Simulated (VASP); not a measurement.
# InSb (I-4m2) in VASP: further runs

InSb is run at these levels: PBE; tasks: single point.

All numbers are computed with VASP 6.6.1; they aren't measurements. Logs are shortened: lines on timing, memory, paths and dates and some standing lists are left out, and cuts for length are marked.

**1. The cell of the first run**

Symmetry: I-4m2, No. 119, tetragonal system. Conventional cell: a = 4.581 Å, b = 4.581 Å, c = 6.219 Å, α = 90.00°, β = 90.00°, γ = 90.00°. In (site symmetry -4m2) has 4 Sb at 2.77 Å within 3.6 Å. Within 3.6 Å of Sb (site symmetry -4m2) lie 4 In at 2.77 Å.

**2. Single point, PBE (strain -0.0400 x Voigt [0, 0, 1, 0, 0, 0])**

Contents of INCAR:

```
SYSTEM = InSb
PREC = Accurate
ENCUT = 520
EDIFF = 1E-6
ISMEAR = 0
SIGMA = 0.15
LREAL = .FALSE.
LASPH = .TRUE.
NELM = 100
ALGO = Normal
ISIF = 2
LWAVE = .FALSE.
LCHARG = .TRUE.
GGA = PE
LELF = .TRUE.
LVHAR = .TRUE.
NBANDS = 16
```

Contents of KPOINTS:

```
regular mesh
0
G
  12 12 12
  0 0 0
```

Contents of POSCAR:

```
InSb
1.0
    0.0000000000      3.2391000000      3.1095360000
    3.2391000000      0.0000000000      3.1095360000
    3.2391000000      3.2391000000      0.0000000000
In Sb
1 1
Direct
    0.0000000000      0.0000000000      0.0000000000
    0.7500000000      0.7500000000      0.7500000000
```

Potentials or basis: VASP PAW PBE potentials, release 64 (In_d, Sb).

Launch:

```console
$ cat potpaw_PBE.64/In_d/POTCAR potpaw_PBE.64/Sb/POTCAR > POTCAR
$ mpirun -np 1 vasp_std > vasp.out
```

OUTCAR:

```text
SYSTEM = InSb
   PREC = Accurate
   ENCUT = 520
   EDIFF = 1E-6
   ISMEAR = 0
   LREAL = .FALSE.
   LASPH = .TRUE.
   NELM = 100
   ISIF = 2
   GGA = PE

 ion  position               nearest neighbor table
   1  0.000  0.000  0.000-   2 2.77   2 2.77   2 2.77   2 2.77
   2  0.750  0.750  0.750-   1 2.77   1 2.77   1 2.77   1 2.77

  LATTYP: Found a body centered tetragonal cell.
 ALAT       =     4.5807791499
 C/A-ratio  =     1.3576450199

  Lattice vectors:

 A1 = (   0.0000000000,  -3.2391000000,  -3.1095360000)
 A2 = (   0.0000000000,   3.2391000000,  -3.1095360000)
 A3 = (   3.2391000000,   0.0000000000,   3.1095360000)

Analysis of symmetry for initial positions (statically):
=====================================================================
 Subroutine PRICEL returns:
 Original cell was already a primitive cell.

 Routine SETGRP: Setting up the symmetry group for a
 body centered tetragonal supercell.

 Subroutine GETGRP returns: Found  8 space group operations
 (whereof  8 operations were pure point group operations)
 out of a pool of 16 trial point group operations.

The static configuration has the point symmetry D_2d.

Analysis of symmetry for dynamics (positions and initial velocities):
=====================================================================
 Subroutine PRICEL returns:
 Original cell was already a primitive cell.

 Routine SETGRP: Setting up the symmetry group for a
 body centered tetragonal supercell.

 Subroutine GETGRP returns: Found  8 space group operations
 (whereof  8 operations were pure point group operations)
 out of a pool of 16 trial point group operations.

The dynamic configuration has the point symmetry D_2d.

 Subroutine INISYM returns: Found  8 space group operations
 (whereof  8 operations are pure point group operations),
 and found     1 'primitive' translations

----------------------------------------------------------------------------------------

                                     Primitive cell

  volume of cell :      65.2491

  direct lattice vectors                    reciprocal lattice vectors
     0.000000000  3.239100000  3.109536000    -0.154363867  0.154363867  0.160795694
     3.239100000  0.000000000  3.109536000     0.154363867 -0.154363867  0.160795694
     3.239100000  3.239100000  0.000000000     0.154363867  0.154363867 -0.160795694

  length of vectors
     4.490098322  4.490098322  4.580779150     0.271130341  0.271130341  0.271130341

  position of ions in fractional coordinates (direct lattice)
     0.000000000  0.000000000  0.000000000
     0.750000000  0.750000000  0.750000000

  ion indices of the primitive-cell ions
   primitive index   ion index
                 1           1
                 2           2

----------------------------------------------------------------------------------------

 KPOINTS: regular mesh

Automatic generation of k-mesh.
 Grid dimensions read from file:
 generate k-points for:   12   12   12

 Generating k-lattice:

  Cartesian coordinates                     Fractional coordinates (reciprocal lattice)
    -0.012863656  0.012863656  0.013399641     0.083333333 -0.000000000  0.000000000
     0.012863656 -0.012863656  0.013399641    -0.000000000  0.083333333  0.000000000
     0.012863656  0.012863656 -0.013399641     0.000000000  0.000000000  0.083333333

  Length of vectors
     0.022594195  0.022594195  0.022594195

  Shift w.r.t. Gamma in fractional coordinates (k-lattice)
     0.000000000  0.000000000  0.000000000

 Subroutine IBZKPT returns following result:
 ===========================================

 Found    163 irreducible k-points:

 Following reciprocal coordinates:
            Coordinates               Weight
  0.000000  0.000000  0.000000      1.000000
  0.083333 -0.000000  0.000000      8.000000
  0.166667 -0.000000  0.000000      8.000000
  0.250000 -0.000000  0.000000      8.000000
  0.333333 -0.000000  0.000000      8.000000
  0.416667 -0.000000  0.000000      8.000000
[... 16 lines left out ...]
  0.500000  0.166667  0.000000      8.000000
 -0.416667  0.166667  0.000000      8.000000
 [... further k-points ...]
   k-points           NKPTS =    163   k-points in BZ     NKDIM =    163   number of bands    NBANDS=     16
   number of dos      NEDOS =    301   number of ions     NIONS =      2
   total plane-waves  NPLWV =  46656
   dimension x,y,z NGX =    36 NGY =   36 NGZ =   36
   dimension x,y,z NGXF=    72 NGYF=   72 NGZF=   72
   ions per type =               1   1
   NGX,Y,Z   is equivalent  to a cutoff of  13.33, 13.33, 13.07 a.u.
   NGXF,Y,Z  is equivalent  to a cutoff of  26.66, 26.66, 26.13 a.u.
 SYSTEM =  InSb
   PREC   = accura    normal or accurate (medium, high low for compatibility)
   ISTART =      0    job   : 0-new  1-cont  2-samecut
   ICHARG =      2    charge: 1-file 2-atom 10-const
   ISPIN  =      1    spin polarized calculation?
   LNONCOLLINEAR =      F non collinear calculations
   LSORBIT =      F    spin-orbit coupling
   LASPH  =      T    aspherical Exc in radial PAW
   ENCUT  =  520.0 eV  38.22 Ry    6.18 a.u.   8.35  8.35  8.52*2*pi/ulx,y,z
   NELM   =    100;   NELMIN=  2; NELMDL= -5     # of ELM steps
   EDIFF  = 0.1E-05   stopping-criterion for ELM
   LREAL  =      F    real-space projection
   EDIFFG = 0.1E-04   stopping-criterion for IOM
   NSW    =      0    number of steps for IOM
   IBRION =     -1    ionic relax: 0-MD 1-quasi-New 2-CG
   NFREE  =      0    steps in history (QN), initial steepest desc. (CG)
   ISIF   =      2    stress and relaxation
   ISYM   =      2    0-nonsym 1-usesym 2-fastsym
   POTIM  = 0.5000    time-step for ionic-motion
   TEBEG  =    0.0;   TEEND  =   0.0 temperature during run
   PSTRESS=    0.0 pullay stress
   NELECT =      18.0000    total number of electrons
   NUPDOWN=      -1.0000    fix difference up-down
   EMIN   =  10.00;   EMAX   =-10.00  energy-range for DOS
   EFERMI =   0.00;   METHOD = LEGACY
   ISMEAR =     0;   SIGMA  =   0.15  broadening in eV -4-tet -1-fermi 0-gaus
   EFERMI_NEDOS =   21; number of points for ismear=-14 and -15
   IALGO  =     38    algorithm
   IMIX   =      4    mixing-type and parameters
     AMIX     =   0.40;   BMIX     =  1.00
     AMIX_MAG =   1.60;   BMIX_MAG =  1.00
  volume/ion in A,a.u.               =      32.62       220.16
  Fermi-wavevector in a.u.,A,eV,Ry     =   1.065715  2.013909 15.452783  1.135748
  Thomas-Fermi vector in A             =   2.201275
   LORBIT       =      0    0 simple, 1 ext, 2 COOP (PROOUT), +10 PAW based schemes
   GGA     = PE    functional components
   LHFCALC =     F    Hartree Fock is set to
   AEXX    =    0.0000 exact exchange contribution
   IVDW    =     0    specifies the selected vdW correction
   LEPSILON=     F    determine dielectric tensor
   LRPA    =     F    only Hartree local field effects (RPA)
 non-spin polarized calculation
 Gauss-broadening in eV      SIGMA  =   0.15
  energy-cutoff  :      520.00
  volume of cell :       65.25
 maximum number of plane-waves:      1780
 NGX is ok and might be reduce to    36
   NGX = 17   NGY = 17   NGZ = 17

 number of electron      18.0000001 magnetization

 Free energy of the ion-electron system (eV)
  ---------------------------------------------------
  ext. energy  EPLUGINS =         0.00000000
  ---------------------------------------------------
  free energy    TOTEN  =        -6.82961410 eV

  energy without entropy =       -6.82940917  energy(sigma->0) =       -6.82951164

 E-fermi :   5.7085     XC(G=0):  -8.8658

 val. band max:        5.6836648727   @ k =   0.0000   0.0000   0.0000
 cond. band min:       6.1440478098   @ k =   0.5000  -0.0000   0.0000
 fundamental gap:      0.4603829371
 Fermi energy:         5.7084546227

 k-point     1 :       0.0000    0.0000    0.0000
  band No.  band energies     occupation
      1      -9.1515      2.00000
      2      -9.1515      2.00000
      3      -9.1434      2.00000
      4      -9.0545      2.00000
      5      -9.0495      2.00000
      6      -5.4325      2.00000
[... 8 lines left out ...]
     15      13.6079      0.00000
     16      14.1515      0.00000

 k-point     2 :       0.0833   -0.0000    0.0000
  band No.  band energies     occupation
      1      -9.1540      2.00000
      2      -9.1497      2.00000
      3      -9.1431      2.00000
      4      -9.0547      2.00000
      5      -9.0495      2.00000
      6      -5.3651      2.00000
[... 8 lines left out ...]
     15      13.1106      0.00000
     16      13.4659      0.00000

 k-point     3 :       0.1667   -0.0000    0.0000
  band No.  band energies     occupation
      1      -9.1635      2.00000
      2      -9.1451      2.00000
      3      -9.1396      2.00000
      4      -9.0553      2.00000
      5      -9.0494      2.00000
      6      -5.1677      2.00000
[... 8 lines left out ...]
     15      12.7368      0.00000
     16      13.0644      0.00000

 k-point     4 :       0.2500   -0.0000    0.0000
  band No.  band energies     occupation
      1      -9.1774      2.00000
      2      -9.1392      2.00000
      3      -9.1341      2.00000
      4      -9.0556      2.00000
      5      -9.0488      2.00000
      6      -4.8578      2.00000
[... 8 lines left out ...]
     15      12.8133      0.00000
     16      13.0244      0.00000
[... 324 lines left out ...]
 k-point    22 :       0.4167    0.1667    0.0000
  band No.  band energies     occupation
      1      -9.2067      2.00000
      2      -9.1230      2.00000
      3      -9.1226      2.00000
      4      -9.0635      2.00000
      5      -9.0432      2.00000
      6      -4.1134      2.00000
[... 8 lines left out ...]
     15      14.4727      0.00000
     16      15.0012      0.00000

 k-point    23 :       0.5000    0.1667    0.0000
  band No.  band energies     occupation
      1      -9.2118      2.00000
      2      -9.1212      2.00000
      3      -9.1209      2.00000
      4      -9.0613      2.00000
      5      -9.0440      2.00000
      6      -3.8223      2.00000
[... 8 lines left out ...]
     15      14.8683      0.00000
     16      15.0332      0.00000

 k-point    24 :      -0.4167    0.1667    0.0000
  band No.  band energies     occupation
      1      -9.2111      2.00000
      2      -9.1222      2.00000
      3      -9.1205      2.00000
      4      -9.0585      2.00000
      5      -9.0462      2.00000
      6      -3.7906      2.00000
[... 8 lines left out ...]
     15      13.9187      0.00000
     16      14.3584      0.00000

 [... further k-points ...]
[... 5 lines left out ...]
  --------------------------------------------------------------------------------------
  -------------------------------------------------------------------------------------
  Total        2.0659357      2.0659357      2.4360597      0.0000000     -0.0000000      0.0000000
  in kB       50.7286253     50.7286253     59.8169423      0.0000000     -0.0000000      0.0000000
  external PRESSURE =      53.7580643 kB  Pullay stress =       0.0000000 kB

 VOLUME and BASIS-vectors are now :
 -----------------------------------------------------------------------------
  energy-cutoff  :      520.00
  volume of cell :       65.25
      direct lattice vectors                 reciprocal lattice vectors
     0.000000000  3.239100000  3.109536000    -0.154363867  0.154363867  0.160795694
     3.239100000  0.000000000  3.109536000     0.154363867 -0.154363867  0.160795694
     3.239100000  3.239100000  0.000000000     0.154363867  0.154363867 -0.160795694

 POSITION                                       TOTAL-FORCE (eV/Angst)
 -----------------------------------------------------------------------------------
      0.00000      0.00000      0.00000        -0.000000     -0.000000      0.000000
      4.85865      4.85865      4.66430         0.000000      0.000000     -0.000000
 -----------------------------------------------------------------------------------
    total drift:                               -0.000000     -0.000000      0.000001

  FREE ENERGIE OF THE ION-ELECTRON SYSTEM (eV)
  ---------------------------------------------------
  free  energy   TOTEN  =        -6.8296140990 eV

  energy  without entropy=       -6.8294091735  energy(sigma->0) =       -6.82951164
```

Wall time 63 s (1 thread of Intel Xeon 6975P-C (Granite Rapids), shared host); peak memory 0.33 GiB.

Results:

* Free energy: -6.8296 eV
* Pressure: 5.4 GPa
* Band gap on the k mesh: 0.09 eV

Stress tensor (GPa, compression positive):
```
5.07 0.00 0.00
0.00 5.07 0.00
0.00 0.00 5.98
```

Levels at points of the mesh, in eV from the valence-band top:
| k point | band 6 | band 7 | band 8 | band 9 | band 10 | band 11 | band 12 | band 13 |
| --- | --- | --- | --- | --- | --- | --- | --- | --- |
| (0.00, 0.00, 0.00) | -11.03 | -0.11 | -0.11 | 0.00 | 0.09 | 2.86 | 2.95 | 2.95 |
| (0.50, 0.00, 0.00) | -9.55 | -5.86 | -1.25 | -0.98 | 0.55 | 3.67 | 3.91 | 6.04 |
| (0.50, 0.50, 0.00) | -8.81 | -6.01 | -2.59 | -2.59 | 1.06 | 1.09 | 8.37 | 8.37 |
| (0.50, 0.00, 0.50) | -8.93 | -6.20 | -2.38 | -2.35 | 1.31 | 1.37 | 8.20 | 8.35 |

Caveat: the cell differs from its parent crystal (strain -0.0400 x Voigt [0, 0, 1, 0, 0, 0]); the cell stands under pressure; the smearing spreads over this small gap; semilocal functionals underestimate gaps, and a narrow one can read as zero; spin-orbit coupling is left out, which moves the levels of the heavy elements.

**3. Single point, PBE (strain -0.0300 x Voigt [0, 0, 1, 0, 0, 0])**

Contents of INCAR:

```
SYSTEM = InSb
PREC     = Accurate       ! precision mode
ENCUT    = 520            ! plane-wave cutoff, eV
EDIFF    = 1E-6           ! SCF threshold, eV
ISMEAR   = 0              ! smearing method
SIGMA    = 0.15           ! smearing width, eV
LREAL    = .False.        ! projectors in reciprocal space
LASPH    = .True.         ! aspherical terms in the spheres
NELM     = 80             ! most SCF steps
ALGO     = Normal         ! electronic algorithm
ISIF     = 2              ! what is computed and relaxed
LWAVE    = .False.        ! write WAVECAR
LCHARG   = .True.         ! write CHGCAR
GGA      = PE             ! functional
LELF     = .True.         ! ELF
LVHAR    = .True.       
NBANDS   = 16             ! bands
```

Contents of KPOINTS:

```
Automatic mesh
0
Gamma
  12 12 12
  0 0 0
```

Contents of POSCAR:

```
InSb
1.0
    0.0000000000      3.2391000000      3.1419270000
    3.2391000000      0.0000000000      3.1419270000
    3.2391000000      3.2391000000      0.0000000000
In Sb
1 1
Direct
    0.0000000000      0.0000000000      0.0000000000
    0.7500000000      0.7500000000      0.7500000000
```

Potentials or basis: VASP PAW PBE potentials, release 64 (In_d, Sb).

Launch:

```console
$ cat potpaw_PBE.64/In_d/POTCAR potpaw_PBE.64/Sb/POTCAR > POTCAR
$ mpirun -np 1 vasp_std > vasp.out
```

Run time: 60 s. Hardware: 1 thread of Intel Xeon 6975P-C (Granite Rapids), shared host; peak memory 0.33 GiB.

It converged, with:

```
Free energy            : -6.8535 eV
Pressure               : 4.8 GPa
Band gap on the k mesh : 0.11 eV
```

Stress tensor (GPa, compression positive):
```
4.53 0.00 0.00
0.00 4.53 0.00
0.00 0.00 5.24
```

Levels at points of the mesh, in eV from the valence-band top:
```
           k point  band 6  band 7  band 8  band 9  band 10  band 11  band 12  band 13
(0.00, 0.00, 0.00)  -10.90   -0.03   -0.03    0.00     0.11     2.93     3.00     3.00
(0.50, 0.00, 0.00)   -9.45   -5.75   -1.14   -0.94     0.60     3.75     3.92     6.10
(0.50, 0.50, 0.00)   -8.75   -5.94   -2.46   -2.46     1.17     1.20     8.36     8.36
(0.50, 0.00, 0.50)   -8.84   -6.08   -2.31   -2.28     1.36     1.40     8.25     8.36
```

Caveat: the cell differs from its parent crystal (strain -0.0300 x Voigt [0, 0, 1, 0, 0, 0]); the cell stands under pressure; the smearing spreads over this small gap; semilocal functionals underestimate gaps, and a narrow one can read as zero; spin-orbit coupling is left out, which moves the levels of the heavy elements.

The gap in the log of VASP goes by the Fermi energy; the results here count the filled bands.